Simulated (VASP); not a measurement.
A run of VASP 6.6.1 is set up as follows.

File INCAR:

```
ALGO = Normal
EDIFF = 1E-7
ENCUT = 520
GGA = PE
ISIF = 2
ISMEAR = 0
LASPH = T
LCHARG = T
LELF = T
LREAL = F
LVHAR = T
LWAVE = F
NBANDS = 16
NELM = 100
PREC = Accurate
SIGMA = 0.02
```

File KPOINTS:

```
k-points
0
Gamma
  9 9 6
```

POSCAR

```
AlN
1.0
    3.1302014549      0.0000000000      0.0000000000
   -1.5651007274      2.7108339789      0.0000000000
    0.0000000000      0.0000000000      5.0180342150
Al N
2 2
Direct
    0.6666666667      0.3333333333      0.4992343693
    0.3333333333      0.6666666667      0.9992343693
    0.6666666667      0.3333333333      0.8807656307
    0.3333333333      0.6666666667      0.3807656307
```

Potentials or basis: VASP PAW PBE potentials, release 64 (Al, N).

Launch:

```console
$ cat potpaw_PBE.64/Al/POTCAR potpaw_PBE.64/N/POTCAR > POTCAR
$ mpirun -np 1 vasp_std > vasp.out
```

(1) What does it give for the pressure?

(2) Estimate the band gap on the k mesh.

Results:

(1) -0.3 GPa.

(2) 4.04 eV, direct.
